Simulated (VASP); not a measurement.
Here is a VASP 6.6.1 calculation.

File INCAR:

```
PREC = Accurate ; ENCUT = 520
EDIFF = 1E-6 ; ISMEAR = 0
SIGMA = 0.025 ; LREAL = F
LASPH = T ; NELM = 150
ALGO = Normal ; ISIF = 2
LWAVE = F ; LCHARG = F
ISPIN = 2 ; MAGMOM = 0 0 4 4
LORBIT = 11 ; LMAXMIX = 4
GGA = PE ; NBANDS = 30
```

Contents of KPOINTS:

```
Automatic mesh
0
Gamma
  7 7 5
```

File POSCAR:

```
MnSb
1.0
    4.1500000000      0.0000000000      0.0000000000
   -2.0750000000      3.5940054257      0.0000000000
    0.0000000000      0.0000000000      5.7800000000
Sb Mn
2 2
Direct
    0.6666666667      0.3333333333      0.7500000000
    0.3333333333      0.6666666667      0.2500000000
    0.0000000000      0.0000000000      0.5000000000
    0.0000000000      0.0000000000      0.0000000000
```

Potentials or basis: VASP PAW PBE potentials, release 64 (Sb, Mn_pv).

Command:

```console
$ cat potpaw_PBE.64/Sb/POTCAR potpaw_PBE.64/Mn_pv/POTCAR > POTCAR
$ mpirun -np 1 vasp_std > vasp.out
```

Problem. What does it give for the net moment?

Solution. 6.68 μB per cell.

Problem. Predict the site moments.

Solution. Sb -0.13; Mn +3.39 μB.

Problem. Predict the pressure.

Solution. -3.4 GPa.

Stress tensor (GPa, compression positive):
```
-3.02  0.00  0.00
 0.00 -3.02  0.00
 0.00  0.00 -4.23
```

Caveat: the cell stands under tension.
